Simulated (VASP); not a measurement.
Set up this calculation in VASP 6.6.1, as the native input.

```yaml
Task: single point
Functional: PBE
Dispersion: D3(BJ)
Potentials_or_basis: VASP PAW PBE potentials, release 64 (S, Mo_sv)
Cutoff: 520 eV
k_mesh: 9 × 9 × 1
Occupations: gaussian, width 0.05 eV
Spin: no spin polarisation
Dipole_correction: yes
Further_INCAR_settings: ALGO = Normal; EDIFF = 1e-06; NBANDS = 49
```

The structure of MoS2 lies in POSCAR:

```
MoS2
1.0
    3.1493511224      0.0000000000      0.0000000000
   -1.5746755612      2.7274180774      0.0000000000
    0.0000000000      0.0000000000     32.2224872127
S Mo
6 3
Direct
    0.6666666667      0.3333333333      0.2637909341
    0.6666666667      0.3333333333      0.3609818586
    0.3333333333      0.6666666667      0.4514045378
    0.3333333333      0.6666666667      0.5485883507
    0.6666666667      0.3333333333      0.6394741497
    0.6666666667      0.3333333333      0.7368069379
    0.3333333333      0.6666666667      0.3123863963
    0.6666666667      0.3333333333      0.4999964500
    0.3333333333      0.6666666667      0.6881106921
```

One way to write it, as run:

INCAR

```
ALGO = Normal ; DIPOL = 0.5 0.5 0.500
EDIFF = 1E-6 ; ENCUT = 520
GGA = PE ; IDIPOL = 3
ISIF = 2 ; ISMEAR = 0
IVDW = 12 ; LASPH = T
LCHARG = T ; LDIPOL = T
LELF = T ; LREAL = F
LVACPOTAV = T ; LVHAR = T
LWAVE = F ; NBANDS = 49
NELM = 100 ; PREC = Accurate
SIGMA = 0.05
```

KPOINTS

```
k-points
0
Gamma
  9 9 1
```

Potentials or basis: VASP PAW PBE potentials, release 64 (S, Mo_sv).

Launch:

```console
$ cat potpaw_PBE.64/S/POTCAR potpaw_PBE.64/Mo_sv/POTCAR > POTCAR
$ mpirun -np 1 vasp_std > vasp.out
```

It gave:

- Largest force: 0.032 eV/Å
- Band gap on the k mesh: 1.10 eV, indirect (least direct gap 1.73 eV)
- Dispersion energy per atom: -0.396 eV

It took 120 s on 1 thread of Intel(R) Xeon(R) 6975P-C (Granite Rapids) (shared host), peak memory 0.4 GiB.
